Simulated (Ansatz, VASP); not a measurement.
# Sn: VASP beside Ansatz

```
Sn
1.0
    -1.85013    1.85013    1.85013
     1.85013   -1.85013    1.85013
     1.85013    1.85013   -1.85013
Sn
1
Direct
  0.00000 0.00000 0.00000
```

Alike in both runs: functional LDA; k mesh 12 × 12 × 12; no spin polarisation.

Ansatz relaxed the structure, and its values are those at the end. VASP's run is a single point on that final structure, the one shown.

```csv
,VASP,Ansatz
version,VASP 6.6.1,Ansatz 0.2.0
potentials or method,"VASP PAW LDA potentials, release 64 (Sn_d)","plane waves, PAW"
plane-wave cutoff (eV),520,420
occupations,"methfessel-paxton of order 1, width 0.1 eV","cold, width 0.1 eV"
valence electrons in the cell,14,14
```

|  | VASP | Ansatz | Ansatz less VASP |
| --- | --- | --- | --- |
| pressure (GPa) | 0.1 | 0.0 | -0.07 |

LDA's correlation is that of Perdew and Zunger in VASP and of Perdew and Wang (1992) in Ansatz.
